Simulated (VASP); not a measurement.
# Al5As (P6/mmm) in VASP: further runs

Runs on Al5As. Level: PBE. Tasks: single point, relaxation of cell and atoms.

All numbers are computed with VASP 6.6.1; they aren't measurements. Logs are shortened: lines on timing, memory, paths and dates and some standing lists are left out, and cuts for length are marked.

### Step 1. The cell of the first run

It takes space group P6/mmm (No. 191, hexagonal). The conventional cell has a = 5.414 Å, b = 5.414 Å, c = 7.798 Å, α = 90.00°, β = 90.00°, γ = 120.00°. Al (site symmetry 6mm) has 1 As at 2.50 Å and 1 Al at 2.80 Å within 3.3 Å. Within 3.6 Å of Al (site symmetry mmm) lie 4 Al at 2.71 Å and 2 As at 2.71 Å. Within 3.3 Å of As (site symmetry 6/mmm) lie 8 Al at 2.50 to 2.71 Å.

### Step 2. Single point, PBE

The input, INCAR:

```
  ALGO = Fast
  EDIFF = 1E-6
  ENCUT = 520
  GGA = PE
  ISIF = 2
  ISMEAR = 0
  LASPH = T
  LCHARG = F
  LREAL = F
  LWAVE = F
  NBANDS = 19
  NELM = 100
  PREC = Accurate
  SIGMA = 0.1
```

The input, KPOINTS:

```
k-points
0
Gamma
  6 6 4
```

The input, POSCAR:

```
Al5As
1.0
    5.4143701876      0.0000000000      0.0000000000
   -2.7071850938      4.6889821279      0.0000000000
    0.0000000000      0.0000000000      7.7981920098
Al As
5 1
Direct
    0.0000000000      0.0000000000      0.1793374794
    0.0000000000      0.0000000000      0.8206625206
    0.5000000000      0.0000000000      0.5000000000
    0.0000000000      0.5000000000      0.5000000000
    0.5000000000      0.5000000000      0.5000000000
    0.0000000000      0.0000000000      0.5000000000
```

Potentials or basis: VASP PAW PBE potentials, release 64 (Al, As).

Command:

```sh
$ cat potpaw_PBE.64/Al/POTCAR potpaw_PBE.64/As/POTCAR > POTCAR
$ mpirun -np 1 vasp_std > vasp.out
```

OUTCAR:

```text
EDIFF = 1E-6
   ENCUT = 520
   GGA = PE
   ISIF = 2
   ISMEAR = 0
   LASPH = T
   LREAL = F
   NELM = 100
   PREC = Accurate

 ion  position               nearest neighbor table
   1  0.000  0.000  0.179-   6 2.50   2 2.80
   2  0.000  0.000  0.821-   6 2.50   1 2.80
   3  0.500  0.000  0.500-   4 2.71   5 2.71   5 2.71   4 2.71   6 2.71   6 2.71
   4  0.000  0.500  0.500-   3 2.71   6 2.71   6 2.71   3 2.71   5 2.71   5 2.71
   5  0.500  0.500  0.500-   3 2.71   6 2.71   3 2.71   6 2.71   4 2.71   4 2.71
   6  0.000  0.000  0.500-   1 2.50   2 2.50   4 2.71   5 2.71   4 2.71   5 2.71   3 2.71   3 2.71

  LATTYP: Found a hexagonal cell.
 ALAT       =     5.4143701876
 C/A-ratio  =     1.4402768447

  Lattice vectors:

 A1 = (   5.4143701876,   0.0000000000,   0.0000000000)
 A2 = (  -2.7071850938,   4.6889821279,   0.0000000000)
 A3 = (   0.0000000000,   0.0000000000,   7.7981920098)

Analysis of symmetry for initial positions (statically):
=====================================================================
 Subroutine PRICEL returns:
 Original cell was already a primitive cell.

 Routine SETGRP: Setting up the symmetry group for a
 hexagonal supercell.

 Subroutine GETGRP returns: Found 24 space group operations
 (whereof 24 operations were pure point group operations)
 out of a pool of 24 trial point group operations.

The static configuration has the point symmetry D_6h.

Analysis of symmetry for dynamics (positions and initial velocities):
=====================================================================
 Subroutine PRICEL returns:
 Original cell was already a primitive cell.

 Routine SETGRP: Setting up the symmetry group for a
 hexagonal supercell.

 Subroutine GETGRP returns: Found 24 space group operations
 (whereof 24 operations were pure point group operations)
 out of a pool of 24 trial point group operations.

The dynamic configuration has the point symmetry D_6h.

 Subroutine INISYM returns: Found 24 space group operations
 (whereof 24 operations are pure point group operations),
 and found     1 'primitive' translations

----------------------------------------------------------------------------------------

                                     Primitive cell

  volume of cell :     197.9796

  direct lattice vectors                    reciprocal lattice vectors
     5.414370188  0.000000000  0.000000000     0.184693688  0.106632951  0.000000000
    -2.707185094  4.688982128  0.000000000     0.000000000  0.213265901  0.000000000
     0.000000000  0.000000000  7.798192010     0.000000000  0.000000000  0.128234852

  length of vectors
     5.414370188  5.414370188  7.798192010     0.213265901  0.213265901  0.128234852

  position of ions in fractional coordinates (direct lattice)
     0.000000000  0.000000000  0.179337479
     0.000000000  0.000000000  0.820662521
     0.500000000  0.000000000  0.500000000
     0.000000000  0.500000000  0.500000000
     0.500000000  0.500000000  0.500000000
     0.000000000  0.000000000  0.500000000

  ion indices of the primitive-cell ions
   primitive index   ion index
                 1           1
                 2           2
                 3           3
                 4           4
                 5           5
                 6           6

----------------------------------------------------------------------------------------

 KPOINTS: k-points

Automatic generation of k-mesh.
 Grid dimensions read from file:
 generate k-points for:    6    6    4

 Generating k-lattice:

  Cartesian coordinates                     Fractional coordinates (reciprocal lattice)
     0.030782281  0.017772158  0.000000000     0.166666667  0.000000000  0.000000000
     0.000000000  0.035544317  0.000000000     0.000000000  0.166666667  0.000000000
     0.000000000  0.000000000  0.032058713     0.000000000  0.000000000  0.250000000

  Length of vectors
     0.035544317  0.035544317  0.032058713

  Shift w.r.t. Gamma in fractional coordinates (k-lattice)
     0.000000000  0.000000000  0.000000000

 Subroutine IBZKPT returns following result:
 ===========================================

 Found     21 irreducible k-points:

 Following reciprocal coordinates:
            Coordinates               Weight
  0.000000  0.000000  0.000000      1.000000
  0.166667  0.000000  0.000000      6.000000
  0.333333  0.000000  0.000000      6.000000
  0.500000  0.000000  0.000000      3.000000
  0.166667  0.166667  0.000000      6.000000
  0.333333  0.166667  0.000000     12.000000
[... 13 lines left out ...]
  0.333333  0.166667  0.500000     12.000000
  0.333333  0.333333  0.500000      2.000000
   k-points           NKPTS =     21   k-points in BZ     NKDIM =     21   number of bands    NBANDS=     19
   number of dos      NEDOS =    301   number of ions     NIONS =      6
   total plane-waves  NPLWV =  96000
   dimension x,y,z NGX =    40 NGY =   40 NGZ =   60
   dimension x,y,z NGXF=    80 NGYF=   80 NGZF=  120
   ions per type =               5   1
   NGX,Y,Z   is equivalent  to a cutoff of  12.28, 12.28, 12.79 a.u.
   NGXF,Y,Z  is equivalent  to a cutoff of  24.56, 24.56, 25.58 a.u.
 SYSTEM =  unknown system
   PREC   = accura    normal or accurate (medium, high low for compatibility)
   ISTART =      0    job   : 0-new  1-cont  2-samecut
   ICHARG =      2    charge: 1-file 2-atom 10-const
   ISPIN  =      1    spin polarized calculation?
   LNONCOLLINEAR =      F non collinear calculations
   LSORBIT =      F    spin-orbit coupling
   LASPH  =      T    aspherical Exc in radial PAW
   ENCUT  =  520.0 eV  38.22 Ry    6.18 a.u.  10.07 10.07 14.50*2*pi/ulx,y,z
   NELM   =    100;   NELMIN=  2; NELMDL= -5     # of ELM steps
   EDIFF  = 0.1E-05   stopping-criterion for ELM
   LREAL  =      F    real-space projection
   EDIFFG = 0.1E-04   stopping-criterion for IOM
   NSW    =      0    number of steps for IOM
   IBRION =     -1    ionic relax: 0-MD 1-quasi-New 2-CG
   NFREE  =      0    steps in history (QN), initial steepest desc. (CG)
   ISIF   =      2    stress and relaxation
   ISYM   =      2    0-nonsym 1-usesym 2-fastsym
   POTIM  = 0.5000    time-step for ionic-motion
   TEBEG  =    0.0;   TEEND  =   0.0 temperature during run
   PSTRESS=    0.0 pullay stress
   NELECT =      20.0000    total number of electrons
   NUPDOWN=      -1.0000    fix difference up-down
   EMIN   =  10.00;   EMAX   =-10.00  energy-range for DOS
   EFERMI =   0.00;   METHOD = LEGACY
   ISMEAR =     0;   SIGMA  =   0.10  broadening in eV -4-tet -1-fermi 0-gaus
   EFERMI_NEDOS =   21; number of points for ismear=-14 and -15
   IALGO  =     68    algorithm
   IMIX   =      4    mixing-type and parameters
     AMIX     =   0.40;   BMIX     =  1.00
     AMIX_MAG =   1.60;   BMIX_MAG =  1.00
  volume/ion in A,a.u.               =      33.00       222.67
  Fermi-wavevector in a.u.,A,eV,Ry     =   0.762450  1.440822  7.909474  0.581330
  Thomas-Fermi vector in A             =   1.861914
   LORBIT       =      0    0 simple, 1 ext, 2 COOP (PROOUT), +10 PAW based schemes
   GGA     = PE    functional components
   LHFCALC =     F    Hartree Fock is set to
   AEXX    =    0.0000 exact exchange contribution
   IVDW    =     0    specifies the selected vdW correction
   LEPSILON=     F    determine dielectric tensor
   LRPA    =     F    only Hartree local field effects (RPA)
 non-spin polarized calculation
 RMM-DIIS sequential band-by-band and
 Gauss-broadening in eV      SIGMA  =   0.10
  energy-cutoff  :      520.00
  volume of cell :      197.98
 maximum number of plane-waves:      5349
   NGX = 21   NGY = 21   NGZ = 29

 number of electron      19.9999999 magnetization

 Free energy of the ion-electron system (eV)
  ---------------------------------------------------
  ext. energy  EPLUGINS =         0.00000000
  ---------------------------------------------------
  free energy    TOTEN  =       -18.66761079 eV

  energy without entropy =      -18.64476959  energy(sigma->0) =      -18.65619019

 E-fermi :   2.3381     XC(G=0):  -7.2829

 val. band max:        2.3222629323   @ k =   0.3333   0.0000   0.5000
 cond. band min:       2.3468476937   @ k =   0.3333   0.1667   0.0000
 fundamental gap:      0.0245847614
 Fermi energy:         2.3381084270

 k-point     1 :       0.0000    0.0000    0.0000
  band No.  band energies     occupation
      1     -10.2498      2.00000
      2      -3.6597      2.00000
      3      -3.4986      2.00000
      4      -2.6942      2.00000
      5      -2.5577      2.00000
      6      -2.5577      2.00000
[... 11 lines left out ...]
     18       5.5146      0.00000
     19       6.1778      0.00000

 k-point     2 :       0.1667    0.0000    0.0000
  band No.  band energies     occupation
      1     -10.1795      2.00000
      2      -4.3016      2.00000
      3      -3.5855      2.00000
      4      -2.7595      2.00000
      5      -2.6410      2.00000
      6      -1.9812      2.00000
[... 11 lines left out ...]
     18       6.1180      0.00000
     19       6.7145      0.00000

 k-point     3 :       0.3333    0.0000    0.0000
  band No.  band energies     occupation
      1     -10.0247      2.00000
      2      -5.1460      2.00000
      3      -3.4197      2.00000
      4      -3.0675      2.00000
      5      -2.5270      2.00000
      6      -2.4390      2.00000
[... 11 lines left out ...]
     18       6.2179      0.00000
     19       6.2229      0.00000

 k-point     4 :       0.5000    0.0000    0.0000
  band No.  band energies     occupation
      1      -9.9384      2.00000
      2      -5.4779      2.00000
      3      -3.3256      2.00000
      4      -3.1931      2.00000
      5      -2.6849      2.00000
      6      -2.4453      2.00000
[... 341 lines left out ...]
     18       5.3311      0.00000
     19       6.6782      0.00000

 k-point    20 :       0.3333    0.1667    0.5000
  band No.  band energies     occupation
      1      -9.9350      2.00000
      2      -5.2842      2.00000
      3      -4.1023      2.00000
      4      -3.8793      2.00000
      5      -1.3111      2.00000
      6      -0.7363      2.00000
[... 11 lines left out ...]
     18       5.8986      0.00000
     19       6.1432      0.00000

 k-point    21 :       0.3333    0.3333    0.5000
  band No.  band energies     occupation
      1      -9.8915      2.00000
      2      -4.9493      2.00000
      3      -4.9493      2.00000
      4      -3.8356      2.00000
      5      -0.7061      2.00000
      6       0.2442      2.00000
[... 11 lines left out ...]
     18       6.0767      0.00000
     19       7.0229      0.00000

------------------------ aborting loop because EDIFF is reached ----------------------------------------

  FORCE on cell =-STRESS in cart. coord.  units (eV):
  Direction    XX          YY          ZZ          XY          YZ          ZX
  --------------------------------------------------------------------------------------
  -------------------------------------------------------------------------------------
  Total        0.1290634      0.1290634      0.1944328      0.0000000      0.0000000      0.0000000
  in kB        1.0444631      1.0444631      1.5734743      0.0000000      0.0000000      0.0000000
  external PRESSURE =       1.2208002 kB  Pullay stress =       0.0000000 kB

 VOLUME and BASIS-vectors are now :
 -----------------------------------------------------------------------------
  energy-cutoff  :      520.00
  volume of cell :      197.98
      direct lattice vectors                 reciprocal lattice vectors
     5.414370188  0.000000000  0.000000000     0.184693688  0.106632951  0.000000000
    -2.707185094  4.688982128  0.000000000     0.000000000  0.213265901  0.000000000
     0.000000000  0.000000000  7.798192010     0.000000000  0.000000000  0.128234852

 POSITION                                       TOTAL-FORCE (eV/Angst)
 -----------------------------------------------------------------------------------
      0.00000      0.00000      1.39851        -0.000000      0.000000     -0.017776
      0.00000      0.00000      6.39968         0.000000     -0.000000      0.017776
      2.70719      0.00000      3.89910         0.000000     -0.000000      0.000000
     -1.35359      2.34449      3.89910         0.000000     -0.000000      0.000000
      1.35359      2.34449      3.89910         0.000000     -0.000000      0.000000
      0.00000      0.00000      3.89910         0.000000     -0.000000      0.000000
 -----------------------------------------------------------------------------------
    total drift:                                0.000000     -0.000000     -0.000000

  FREE ENERGIE OF THE ION-ELECTRON SYSTEM (eV)
  ---------------------------------------------------
  free  energy   TOTEN  =       -18.6676107866 eV

  energy  without entropy=      -18.6447695929  energy(sigma->0) =      -18.65619019
```

Wall time 79 s (1 thread of Intel Xeon Platinum 8259CL at 2.50GHz (Skylake/Cascade Lake), shared host); peak memory 0.31 GiB.

What came out:

```
Free energy            : -18.6676 eV
Pressure               : 0.1 GPa
Largest force          : 0.018 eV/Å
Band gap on the k mesh : zero (band 10 reaches 2.95 eV, above the bottom of band 11 at 1.28 eV)
```

Forces on the atoms (eV/Å):
```
Al   0.000  0.000 -0.018
Al   0.000  0.000  0.018
Al   0.000  0.000  0.000
Al   0.000  0.000  0.000
Al   0.000  0.000  0.000
As   0.000  0.000  0.000
```

Levels at points of the mesh, in eV from the Fermi level:
| k point | band 8 | band 9 | band 10 | band 11 | band 12 | band 13 |
| --- | --- | --- | --- | --- | --- | --- |
| (0.00, 0.00, 0.00) | -1.89 | -1.89 | 0.07 | 0.80 | 1.21 | 1.47 |
| (0.50, 0.00, 0.00) | -0.47 | -0.13 | 0.62 | 0.68 | 0.80 | 1.10 |
| (0.00, 0.00, 0.50) | -2.42 | -1.88 | -1.88 | 0.01 | 0.60 | 0.60 |
| (0.50, 0.00, 0.50) | -1.99 | -0.45 | -0.04 | 0.69 | 0.89 | 1.66 |

### Step 3. Relaxation of cell and atoms, PBE

This run uses another cell than the first one, of 32.75 Å³/atom, 0.993 times its volume.

The input, INCAR:

```
PREC = Accurate
ENCUT = 600
EDIFF = 1E-7
ISMEAR = 0
SIGMA = 0.1
LREAL = F
LASPH = T
NELM = 100
ALGO = Normal
ISIF = 3
LWAVE = F
LCHARG = F
GGA = PE
IBRION = 2
NSW = 90
EDIFFG = -0.04
```

The input, KPOINTS:

```
regular mesh
0
Gamma
  3 3 4
```

The input, POSCAR:

```
Al5As
1.0
    6.5790572600      0.0000000000      0.0000000000
   -3.2895286300      5.6976307200      0.0000000000
    0.0000000000      0.0000000000      5.2428606200
Al As
5 1
Direct
    0.0000000000      0.0000000000      0.2376330400
    0.0000000000      0.0000000000      0.7623669600
    0.5000000000      0.0000000000      0.5000000000
    0.0000000000      0.5000000000      0.5000000000
    0.5000000000      0.5000000000      0.5000000000
    0.0000000000      0.0000000000      0.5000000000
```

Potentials or basis: VASP PAW PBE potentials, release 64 (Al, As).

Command:

```sh
$ cat potpaw_PBE.64/Al/POTCAR potpaw_PBE.64/As/POTCAR > POTCAR
$ mpirun -np 1 vasp_std > vasp.out
```

Run time: 12 min. Hardware: 1 thread of Intel Xeon Platinum 8259CL at 2.50GHz (Skylake/Cascade Lake), shared host; peak memory 0.38 GiB.

It converged, with:

```
Free energy                            : -18.7627 eV
Relaxed volume                         : 34.78 Å³/atom
Relaxed cell                           : a = 5.551 Å, b = 5.551 Å, c = 7.820 Å, α = 90.00°, β = 90.00°, γ = 120.00°
Space group after relaxing (to 0.05 Å) : P6/mmm (No. 191)
Energy gained by relaxing              : 6864.5 meV/atom
Ionic steps                            : 19
Pressure after relaxing                : 0.0 GPa
Largest force after relaxing           : 0.032 eV/Å
Band gap on the k mesh                 : zero (band 10 reaches 2.24 eV, above the bottom of band 11 at 0.91 eV)
```

Forces in eV/Å, atoms in the order of the input:
```
Al   0.000  0.000 -0.032
Al   0.000  0.000  0.032
Al   0.000  0.000  0.000
Al   0.000  0.000  0.000
Al   0.000  0.000  0.000
As   0.000  0.000  0.000
```

Step by step:
```csv
step,energy change (eV),largest force (eV/Å),pressure (GPa),volume (Å³)
1,0.0000,74.2499,53.76,196.53
2,220.1217,351.7475,54.30,490.97
3,-31.3359,17.5720,7.74,332.70
4,-32.0532,16.2391,7.08,329.31
5,-35.4965,9.8084,3.51,303.97
6,-38.2925,3.7853,-0.20,250.81
7,-40.1375,1.2483,-2.37,248.82
8,-40.3356,1.8577,-2.62,247.23
9,-40.3560,1.9833,-2.70,246.58
10,-40.9684,0.8986,-2.04,224.45
11,-41.0672,0.4391,-1.15,213.62
12,-41.1593,0.3182,-0.18,205.99
13,-41.1670,0.2607,0.23,203.42
14,-41.1670,0.2553,0.26,203.21
15,-41.1752,0.1886,0.22,204.36
16,-41.1853,0.0338,0.15,207.83
17,-41.1854,0.0001,0.15,207.41
18,-41.1867,0.0454,-0.08,209.27
19,-41.1870,0.0318,-0.01,208.70
```

Final structure:
```
Al As
1.0
     5.55134    0.00000    0.00000
    -2.77567    4.80760    0.00000
     0.00000    0.00000    7.81976
Al As
5 1
Cartesian
  0.0000 0.0000 6.3953
  0.0000 0.0000 1.4245
  2.7757 0.0000 3.9099
  -1.3878 2.4038 3.9099
  1.3878 2.4038 3.9099
  0.0000 0.0000 3.9099
```

Levels at points of the mesh, in eV from the Fermi level:
| k point | band 7 | band 8 | band 9 | band 10 | band 11 | band 12 | band 13 | band 14 |
| --- | --- | --- | --- | --- | --- | --- | --- | --- |
| (0.00, 0.00, 0.00) | -2.55 | -1.87 | -1.87 | 0.00 | 0.74 | 1.29 | 1.32 | 1.32 |
| (0.00, 0.00, 0.50) | -2.55 | -2.48 | -1.87 | -1.87 | -0.05 | 0.42 | 0.42 | 2.85 |

Caveat: the k points lie up to 0.44 Å⁻¹ apart in the final cell.

(Part 1 of 2 ends here.)
